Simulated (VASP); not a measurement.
# Fe (Fm-3m) in VASP: single point with PBE

Aim: the single point of Fe with PBE.

Everything below comes from runs of VASP 6.6.1. Logs are shortened: lines on timing, memory, paths and dates and some standing lists are left out, and cuts for length are marked.

## 1. The cell of the first run

Symmetry: Fm-3m, No. 225, cubic system. Conventional cell: a = 3.595 Å, b = 3.595 Å, c = 3.595 Å, α = 90.00°, β = 90.00°, γ = 90.00°. Fe (site symmetry m-3m) has 12 Fe at 2.54 Å within 3.4 Å.

## 2. Single point, PBE

INCAR reads:

```
SYSTEM = Fe
  PREC = Accurate
  ENCUT = 600
  EDIFF = 1E-6
  ISMEAR = -1
  SIGMA = 0.01
  LREAL = .False.
  LASPH = .True.
  NELM = 120
  ALGO = Normal
  ISIF = 2
  LWAVE = .False.
  LCHARG = .True.
  GGA = PE
  LELF = .True.
  LVHAR = .True.
  NBANDS = 10
  GGA_COMPAT = .False.
```

KPOINTS reads:

```
regular mesh
0
Gamma
  13 13 13
  0 0 0
```

POSCAR reads:

```
Fe
1.0
    0.0000000000      1.7975000000      1.7975000000
    1.7975000000      0.0000000000      1.7975000000
    1.7975000000      1.7975000000      0.0000000000
Fe
1
Direct
    0.0000000000      0.0000000000      0.0000000000
```

Potentials or basis: VASP PAW PBE potentials, release 64 (Fe).

Started as:

```sh
cat potpaw_PBE.64/Fe/POTCAR > POTCAR
mpirun -np 1 vasp_std > vasp.out
```

OUTCAR:

```text
SYSTEM = Fe
   PREC = Accurate
   ENCUT = 600
   EDIFF = 1E-6
   ISMEAR = -1
   LREAL = .False.
   LASPH = .True.
   NELM = 120
   ISIF = 2
   GGA = PE

 ion  position               nearest neighbor table
   1  0.000  0.000  0.000-

  LATTYP: Found a face centered cubic cell.
 ALAT       =     3.5950000000

  Lattice vectors:

 A1 = (   0.0000000000,   1.7975000000,   1.7975000000)
 A2 = (   1.7975000000,   0.0000000000,   1.7975000000)
 A3 = (   1.7975000000,   1.7975000000,   0.0000000000)

Analysis of symmetry for initial positions (statically):
=====================================================================
 Subroutine PRICEL returns:
 Original cell was already a primitive cell.

 Routine SETGRP: Setting up the symmetry group for a
 face centered cubic supercell.

 Subroutine GETGRP returns: Found 48 space group operations
 (whereof 48 operations were pure point group operations)
 out of a pool of 48 trial point group operations.

The static configuration has the point symmetry O_h .

Analysis of symmetry for dynamics (positions and initial velocities):
=====================================================================
 Subroutine PRICEL returns:
 Original cell was already a primitive cell.

 Routine SETGRP: Setting up the symmetry group for a
 face centered cubic supercell.

 Subroutine GETGRP returns: Found 48 space group operations
 (whereof 48 operations were pure point group operations)
 out of a pool of 48 trial point group operations.

The dynamic configuration has the point symmetry O_h .

 Subroutine INISYM returns: Found 48 space group operations
 (whereof 48 operations are pure point group operations),
 and found     1 'primitive' translations

----------------------------------------------------------------------------------------

                                     Primitive cell

  volume of cell :      11.6155

  direct lattice vectors                    reciprocal lattice vectors
     0.000000000  1.797500000  1.797500000    -0.278164117  0.278164117  0.278164117
     1.797500000  0.000000000  1.797500000     0.278164117 -0.278164117  0.278164117
     1.797500000  1.797500000  0.000000000     0.278164117  0.278164117 -0.278164117

  length of vectors
     2.542048878  2.542048878  2.542048878     0.481794383  0.481794383  0.481794383

  position of ions in fractional coordinates (direct lattice)
     0.000000000  0.000000000  0.000000000

  ion indices of the primitive-cell ions
   primitive index   ion index
[... 72 lines left out ...]
   NELM   =    120;   NELMIN=  2; NELMDL= -5     # of ELM steps
   EDIFF  = 0.1E-05   stopping-criterion for ELM
   LREAL  =      F    real-space projection
   EDIFFG = 0.1E-04   stopping-criterion for IOM
   NSW    =      0    number of steps for IOM
   IBRION =     -1    ionic relax: 0-MD 1-quasi-New 2-CG
   NFREE  =      0    steps in history (QN), initial steepest desc. (CG)
   ISIF   =      2    stress and relaxation
   ISYM   =      2    0-nonsym 1-usesym 2-fastsym
   POTIM  = 0.5000    time-step for ionic-motion
   TEBEG  =    0.0;   TEEND  =   0.0 temperature during run
   PSTRESS=    0.0 pullay stress
   NELECT =       8.0000    total number of electrons
   NUPDOWN=      -1.0000    fix difference up-down
   EMIN   =  10.00;   EMAX   =-10.00  energy-range for DOS
   EFERMI =   0.00;   METHOD = LEGACY
   ISMEAR =    -1;   SIGMA  =   0.01  broadening in eV -4-tet -1-fermi 0-gaus
   EFERMI_NEDOS =   21; number of points for ismear=-14 and -15
   IALGO  =     38    algorithm
   IMIX   =      4    mixing-type and parameters
     AMIX     =   0.40;   BMIX     =  1.00
     AMIX_MAG =   1.60;   BMIX_MAG =  1.00
  volume/ion in A,a.u.               =      11.62        78.39
  Fermi-wavevector in a.u.,A,eV,Ry     =   1.445748  2.732068 28.438724  2.090187
  Thomas-Fermi vector in A             =   2.563895
   LORBIT       =      0    0 simple, 1 ext, 2 COOP (PROOUT), +10 PAW based schemes
   GGA     = PE    functional components
   LHFCALC =     F    Hartree Fock is set to
   AEXX    =    0.0000 exact exchange contribution
   IVDW    =     0    specifies the selected vdW correction
   LEPSILON=     F    determine dielectric tensor
   LRPA    =     F    only Hartree local field effects (RPA)
 non-spin polarized calculation
  energy-cutoff  :      600.00
  volume of cell :       11.62
 maximum number of plane-waves:       399
   NGX = 11   NGY = 11   NGZ = 11

 number of electron       8.0000001 magnetization

 Free energy of the ion-electron system (eV)
  ---------------------------------------------------
  ext. energy  EPLUGINS =         0.00000000
  ---------------------------------------------------
  free energy    TOTEN  =        -7.94098091 eV

  energy without entropy =       -7.94046472  energy(sigma->0) =       -7.94072281

 E-fermi :   5.5058     XC(G=0): -13.0418

 val. band max:        5.5032137391   @ k =   0.4615   0.0000   0.0000
 cond. band min:       5.5234810939   @ k =   0.3077   0.2308   0.0000
 fundamental gap:      0.0202673549
 Fermi energy:         5.5057675277

 k-point     1 :       0.0000    0.0000    0.0000
  band No.  band energies     occupation
      1      -2.6507      2.00000
      2       4.1139      2.00000
      3       4.1139      2.00000
      4       4.1139      2.00000
      5       5.4002      1.99995
      6       5.4002      1.99995
      7      27.7193      0.00000
      8      32.3318      0.00000
      9      32.3318      0.00000
     10      32.3318      0.00000
[... 287 lines left out ...]
 k-point    24 :       0.4615    0.1538    0.0000
  band No.  band energies     occupation
      1       1.6818      2.00000
      2       3.4447      2.00000
      3       4.0490      2.00000
      4       4.5154      2.00000
      5       6.3112      0.00000
      6       7.5148      0.00000
      7      14.4475      0.00000
      8      24.0583      0.00000
      9      26.0379      0.00000
     10      27.9220      0.00000

 [... further k-points ...]
[... 5 lines left out ...]
  --------------------------------------------------------------------------------------
  -------------------------------------------------------------------------------------
  Total       -1.9406659     -1.9406659     -1.9406659      0.0000000     -0.0000000     -0.0000000
  in kB     -267.6853932   -267.6853932   -267.6853932      0.0000000     -0.0000000     -0.0000000
  external PRESSURE =    -267.6853932 kB  Pullay stress =       0.0000000 kB

 VOLUME and BASIS-vectors are now :
 -----------------------------------------------------------------------------
  energy-cutoff  :      600.00
  volume of cell :       11.62
      direct lattice vectors                 reciprocal lattice vectors
     0.000000000  1.797500000  1.797500000    -0.278164117  0.278164117  0.278164117
     1.797500000  0.000000000  1.797500000     0.278164117 -0.278164117  0.278164117
     1.797500000  1.797500000  0.000000000     0.278164117  0.278164117 -0.278164117

 POSITION                                       TOTAL-FORCE (eV/Angst)
 -----------------------------------------------------------------------------------
      0.00000      0.00000      0.00000        -0.000000     -0.000000     -0.000000
 -----------------------------------------------------------------------------------
    total drift:                               -0.000000     -0.000000     -0.000000

  FREE ENERGIE OF THE ION-ELECTRON SYSTEM (eV)
  ---------------------------------------------------
  free  energy   TOTEN  =        -7.9409809062 eV

  energy  without entropy=       -7.9404647166  energy(sigma->0) =       -7.94072281
```

stdout:

```text
POSCAR found type information on POSCAR Fe
 POSCAR found :  1 types and       1 ions
 scaLAPACK will be used
 LDA part: xc-table for (Slater+PW92), standard interpolation
 POSCAR, INCAR and KPOINTS ok, starting setup
 FFT: planning ... GRIDC
 FFT: planning ... GRID_SOFT
 FFT: planning ... GRID
 WAVECAR not read
 entering main loop
```

Run time: 12 s. Hardware: 1 thread of AMD EPYC 7R43 (Zen 3), shared host; peak memory 0.09 GiB.

What came out:

- Free energy: -7.9410 eV
- Pressure: -26.8 GPa
- Band gap on the k mesh: zero (band 4 reaches 6.46 eV, above the bottom of band 5 at 4.95 eV)

Caveat: the run has no spin polarisation, though such a crystal can be magnetic.
